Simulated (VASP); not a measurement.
## ZrH2: single point with PBE

ZrH2, a sheet with vacuum:

```
Zr H
1.0
     2.76922    0.00000    0.00000
     0.00000    7.22560    0.00000
     0.00000    0.00000   23.80000
Zr H
1 2
Direct
  0.00000 0.00000 0.29412
  0.50000 0.20682 0.29412
  0.50000 0.79318 0.29412
```

```json
{
  "Program": "VASP 6.6.1",
  "Task": "single point",
  "Functional": "PBE",
  "Potentials or basis": "VASP PAW PBE potentials, release 64 (Zr_sv, H)",
  "Cutoff": "520 eV",
  "k mesh": "16 × 6 × 1",
  "Occupations": "gaussian, width 0.1 eV",
  "Spin": "no spin polarisation"
}
```

The largest force is 0.005 eV/Å. The band gap on the k mesh is zero (band 7 reaches -2.93 eV, above the bottom of band 8 at -3.37 eV). The work function of the upper face is 3.82 eV and the work function of the lower face is 3.82 eV.

Forces on the atoms (eV/Å):
```
Zr   0.000  0.000  0.000
H    0.000  0.005  0.000
H    0.000 -0.005  0.000
```

Levels at points of the mesh, in eV from the Fermi level:
```tsv
k point	band 5	band 6	band 7	band 8	band 9	band 10
(0.00, 0.00, 0.00)	-5.24	-2.60	-1.06	-0.23	0.37	1.38
(0.50, 0.00, 0.00)	-4.60	-1.56	-1.15	1.55	1.94	2.09
(0.00, 0.50, 0.00)	-5.20	-2.75	-0.99	-0.22	0.33	1.51
(0.50, 0.50, 0.00)	-4.61	-1.51	-1.15	1.57	1.93	2.13
```

Run time: 3.1 min on 1 thread of Intel(R) Xeon(R) 6975P-C (Granite Rapids) (shared host), peak memory 0.64 GiB.
